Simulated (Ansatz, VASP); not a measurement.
**One calculation of BaTiO3, two programs**

The input INCAR:

```
PREC = Accurate ; ENCUT = 520
EDIFF = 1E-6 ; ISMEAR = -1
SIGMA = 0.05 ; LREAL = False
LASPH = True ; NELM = 60
ALGO = Normal ; ISIF = 2
LWAVE = False ; LCHARG = False
GGA = PE ; NBANDS = 28
```

Contents of KPOINTS:

```
Automatic mesh
0
Gamma
  7 7 7
```

POSCAR

```
BaTiO3
1.0
    2.8645730673      1.6538620315      2.3489021694
   -2.8645730673      1.6538620315      2.3489021694
    0.0000000000     -3.3077240631      2.3489021694
Ba Ti O
1 1 3
Direct
    0.0000000000      0.0000000000      0.0000000000
    0.4845000000      0.4845000000      0.4845000000
    0.5086000000      0.0175000000      0.5086000000
    0.0175000000      0.5086000000      0.5086000000
    0.5086000000      0.5086000000      0.0175000000
```

input.yaml

```yaml
crystal:
  lattice:
    - [2.8645730673, 1.6538620315, 2.3489021694]
    - [-2.8645730673, 1.6538620315, 2.3489021694]
    - [0.0, -3.3077240631, 2.3489021694]
  atoms:
    - { symbol: Ba, position: [0.0, 0.0, 0.0] }
    - { symbol: Ti, position: [0.4845, 0.4845, 0.4845] }
    - { symbol: O, position: [0.5086, 0.0175, 0.5086] }
    - { symbol: O, position: [0.0175, 0.5086, 0.5086] }
    - { symbol: O, position: [0.5086, 0.5086, 0.0175] }
kpoints:
  mp_grid: { grid: [7, 7, 7] }
scf:
  occupations: { method: fermi_dirac, width: 0.05 }
hamiltonian:
  xc: pbe
  pseudopotentials: { kind: all_electron, lapw: { basis_error: 0.001 } }
output:
  forces: true
  stress: true
  eigenvalues: true
```

Change from the starting cell: volume scaled by 1.04.

Alike in both runs: task single point; functional PBE; k mesh 7 × 7 × 7; occupations fermi-dirac, width 0.05 eV; no spin polarisation.

|  | VASP | Ansatz |
| --- | --- | --- |
| version | VASP 6.6.1 | Ansatz 0.2.0 |
| potentials or method | VASP PAW PBE potentials, release 64 (Ba_sv, Ti_sv, O), cutoff 520 eV | all-electron LAPW, scalar-relativistic |

```csv
,VASP,Ansatz,Ansatz less VASP
gap on the k mesh at the Fermi level (eV),2.34,2.38,+0.046
least direct gap on the mesh (eV),2.71,2.72,+0.010
pressure (GPa),0.1,-1.4,-1.57
"traceless stress, the component that is largest in VASP (GPa)",0.11,0.16,+0.046
rms of the force components (eV/Å),0.086,0.112,+0.0258
```

Atom by atom the forces differ by 0.027 eV/Å (rms over components). Ansatz ran all-electron here, and VASP with PAW potentials.

Spin-orbit coupling is off throughout.
